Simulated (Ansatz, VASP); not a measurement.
# HfTe4: VASP beside Ansatz

INCAR

```
SYSTEM = HfTe4
  ALGO = Normal
  EDIFF = 1E-7
  EDIFFG = -0.01
  ENCUT = 500
  GGA = PE
  GGA_COMPAT = .FALSE.
  IBRION = 2
  ISIF = 3
  ISMEAR = 0
  LASPH = .TRUE.
  LCHARG = .FALSE.
  LREAL = .FALSE.
  LWAVE = .FALSE.
  NELM = 120
  NELMIN = 4
  NSW = 100
  PREC = Accurate
  SIGMA = 0.1
```

KPOINTS

```
k-points
0
G
  8 8 8
  0 0 0
```

The input POSCAR:

```
HfTe4
1.0
   -3.3796836700      3.3796836700      3.3796836700
    3.3796836700     -3.3796836700      3.3796836700
    3.3796836700      3.3796836700     -3.3796836700
Hf Te
1 4
Direct
    0.0000000000      0.0000000000      0.0000000000
    0.0000000000      0.0000000000      0.5000000000
    0.0000000000      0.5000000000      0.0000000000
    0.5000000000      0.0000000000      0.0000000000
    0.5000000000      0.5000000000      0.5000000000
```

Input for Ansatz:

```yaml
crystal:
  lattice:
    - [-3.37968367, 3.37968367, 3.37968367]
    - [3.37968367, -3.37968367, 3.37968367]
    - [3.37968367, 3.37968367, -3.37968367]
  atoms:
    - { symbol: Hf, position: [0.0, 0.0, 0.0] }
    - { symbol: Te, position: [0.0, 0.0, 0.5] }
    - { symbol: Te, position: [0.0, 0.5, 0.0] }
    - { symbol: Te, position: [0.5, 0.0, 0.0] }
    - { symbol: Te, position: [0.5, 0.5, 0.5] }
basis:
  ecutwfc: 420
kpoints:
  mp_grid: { grid: [8, 8, 8] }
hamiltonian:
  xc: pbe
scf:
  occupations: { method: gaussian, width: 0.1 }
output:
  forces: true
  stress: true
  eigenvalues: true
  write_density: true
  write_potential: true
  elf: true
  volumetric_format: npy
relax:
  adjacent_minimum: "off"
  f_tol: 0.01
  max_steps: 80
  cell: { stress_tol: 0.05 }
```

Change from the starting cell: species swapped into the MnGa4 type (Im-3m, No. 229).

Alike in both runs: task relaxation of cell and atoms; functional PBE; k mesh 8 × 8 × 8; occupations gaussian, width 0.1 eV; no spin polarisation.

```csv
,VASP,Ansatz
version,VASP 6.6.1,Ansatz 0.2.0
potentials or method,"VASP PAW PBE potentials, release 64 (Hf_pv, Te), cutoff 500 eV","scalar-relativistic, plane waves, PAW"
valence electrons in the cell,34,90
```

Ansatz gave:

| Property | Result |
| --- | --- |
| gap on the k mesh at the Fermi level, each at its own relaxed structure (eV) | none |
| relaxed volume (Å³/atom) | 32.40 |
| relaxed cell length with the largest relative difference (Å) | 5.948 |

Problem. Which values does VASP return?

Solution. gap on the k mesh at the Fermi level, each at its own relaxed structure (eV): none; relaxed volume (Å³/atom): 32.29; relaxed cell length with the largest relative difference (Å): 5.941.

A gap of «none» marks a metal or a gap that the smearing closes. VASP's potentials hold 34 valence electrons a cell and Ansatz's 90, so a difference there can come from the potentials and not from the codes.

Neither program's run includes spin-orbit coupling.
